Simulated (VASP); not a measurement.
**ZnO: single point with r2SCAN**

**Measured values to compare with.**

“Electronic structure of alkaline earth and post-transition metal oxides”, 2009, arxiv:0908.1581 quotes, for a bulk crystal of ZnO: band gap 3.37 eV.

The system is ZnO.

```
Zn O
1.0
     3.24940    0.00000    0.00000
    -1.62470    2.81406    0.00000
     0.00000    0.00000    5.20380
Zn O
2 2
Direct
  0.33333 0.66667 0.00000
  0.66667 0.33333 0.50000
  0.33333 0.66667 0.38210
  0.66667 0.33333 0.88210
```

```
Program                : VASP 6.6.1
Task                   : single point
Functional             : r2SCAN
Potentials or basis    : VASP PAW PBE potentials, release 64 (Zn, O)
Cutoff                 : 520 eV
k mesh                 : 12 × 12 × 6
Occupations            : gaussian, width 0.05 eV
Spin                   : no spin polarisation
Dipole correction      : no
Further INCAR settings : ALGO = Normal; EDIFF = 1e-06; NBANDS = 26
```

```json
{"Pressure": "-0.1 GPa", "Largest force": "0.019 eV/Å", "Band gap on the k mesh": "1.23 eV"}
```

Forces on the atoms (eV/Å):
```
Zn   0.000  0.000  0.019
Zn   0.000  0.000  0.019
O    0.000  0.000 -0.019
O    0.000  0.000 -0.019
```

Stress tensor (GPa, compression positive):
```
-0.21  0.00  0.00
 0.00 -0.21  0.00
 0.00  0.00  0.14
```

Levels at points of the mesh, in eV from the valence-band top:
```csv
k point,band 14,band 15,band 16,band 17,band 18,band 19,band 20,band 21,band 22,band 23
"(0.00, 0.00, 0.00)",-0.80,-0.80,-0.10,0.00,0.00,1.23,5.82,8.85,13.63,13.63
"(0.50, 0.00, 0.00)",-3.60,-2.84,-2.32,-1.28,-0.88,6.40,7.34,8.12,9.24,11.36
"(0.00, 0.00, 0.50)",-2.23,-0.40,-0.40,-0.40,-0.40,3.93,3.93,10.82,10.82,13.93
"(0.50, 0.00, 0.50)",-3.78,-1.55,-1.55,-1.37,-1.37,6.25,6.25,9.14,9.14,11.95
```

It took 3.2 min on 1 thread of Intel(R) Xeon(R) Platinum 8259CL CPU @ 2.50GHz (Skylake/Cascade Lake) (shared host), peak memory 0.22 GiB.

A measured gap of ZnO is 3.37 eV (quoted in “Electronic structure of alkaline earth and post-transition metal oxides”, 2009, arxiv:0908.1581); the calculated 1.23 eV misses it by -2.14 eV. So large a miss can be the level of theory's own, or it may mean another phase, state or a wrong row. The value is that of r2SCAN, without temperature or zero-point motion.

Caveat: the PAW data sets were made with another functional, which shifts forces and pressure a little.
